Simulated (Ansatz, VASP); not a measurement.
## One calculation of C, two programs

INCAR

```
SYSTEM = C
PREC = Accurate ; ENCUT = 520
EDIFF = 1E-6 ; ISMEAR = 0
SIGMA = 0.02 ; LREAL = .FALSE.
LASPH = .TRUE. ; NELM = 60
ALGO = Normal ; ISIF = 2
LWAVE = .FALSE. ; LCHARG = .TRUE.
GGA = PE ; LELF = .TRUE.
LVHAR = .TRUE. ; NBANDS = 11
```

The input KPOINTS:

```
regular mesh
0
G
  13 13 13
  0 0 0
```

POSCAR

```
C
1.0
    0.0000000000      1.7833700000      1.7833700000
    1.7833700000      0.0000000000      1.7833700000
    1.7833700000      1.7833700000      0.0000000000
C
2
Direct
    0.7500000000      0.7500000000      0.7500000000
    0.5000000000      0.5000000000      0.5000000000
```

Contents of input.yaml:

```yaml
crystal:
  lattice:
    - [0.0, 1.78337, 1.78337]
    - [1.78337, 0.0, 1.78337]
    - [1.78337, 1.78337, 0.0]
  atoms:
    - { symbol: C, position: [0.75, 0.75, 0.75] }
    - { symbol: C, position: [0.5, 0.5, 0.5] }
kpoints:
  mp_grid: { grid: [13, 13, 13] }
scf:
  occupations: { method: gaussian, width: 0.02 }
hamiltonian:
  xc: pbe
  pseudopotentials: { kind: all_electron, lapw: { basis_error: 0.001 } }
output:
  forces: true
  stress: true
  eigenvalues: true
```

Alike in both runs: task single point; functional PBE; k mesh 13 × 13 × 13; occupations gaussian, width 0.02 eV; no spin polarisation.

|  | VASP | Ansatz |
| --- | --- | --- |
| version | VASP 6.6.1 | Ansatz 0.2.0 |
| potentials or method | VASP PAW PBE potentials, release 64 (C), cutoff 520 eV | all-electron LAPW, scalar-relativistic |

Ansatz gave:

* gap on the k mesh at the Fermi level (eV): 4.15
* least direct gap on the mesh (eV): 5.60
* pressure (GPa): 1.8

What did VASP give for the same quantities?

gap on the k mesh at the Fermi level (eV): 4.14; least direct gap on the mesh (eV): 5.59; pressure (GPa): 2.5.

Ansatz ran all-electron here, and VASP with PAW potentials.
